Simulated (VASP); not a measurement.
Crystal: GaN.

```
Ga N
1.0
     3.15866    0.00000    0.00000
    -1.57933    2.73548    0.00000
     0.00000    0.00000    5.13133
Ga N
2 2
Direct
  0.66667 0.33333 0.50000
  0.33333 0.66667 0.00000
  0.66667 0.33333 0.87500
  0.33333 0.66667 0.37500
```

Base run:

* Program: VASP 6.6.1
* Functional: revPBE
* Dispersion: D3(BJ)
* Potentials or basis: VASP PAW PBE potentials, release 64 (Ga_d, N)
* Cutoff: 520 eV
* k mesh: 10 × 10 × 5
* Occupations: fermi-dirac, width 0.05 eV
* Spin: no spin polarisation

Its results: band gap on the k mesh 2.15 eV, direct; pressure 6.7 GPa; largest force 0.138 eV/Å.

Question: After a change of settings the same cell gave: band gap on the k mesh 2.06 eV, direct; pressure 1.6 GPa; largest force 0.137 eV/Å. Which change was it?
A. functional from revPBE to r2SCAN; dispersion from D3(BJ) to D4
B. functional from revPBE to r2SCAN; dispersion from D3(BJ) to rVV10
C. functional from revPBE to r2SCAN; further incar settings from ALGO = Normal; EDIFF = 1e-06; NBANDS = 26 to ALGO = Normal; EDIFF = 1e-07; NBANDS = 26
D. functional from revPBE to PBEsol

Answer: D.

PBEsol binds more tightly than revPBE, so the same cell stands under less pressure.

Caveats: the PAW data sets were made with another functional, which shifts forces and pressure a little.
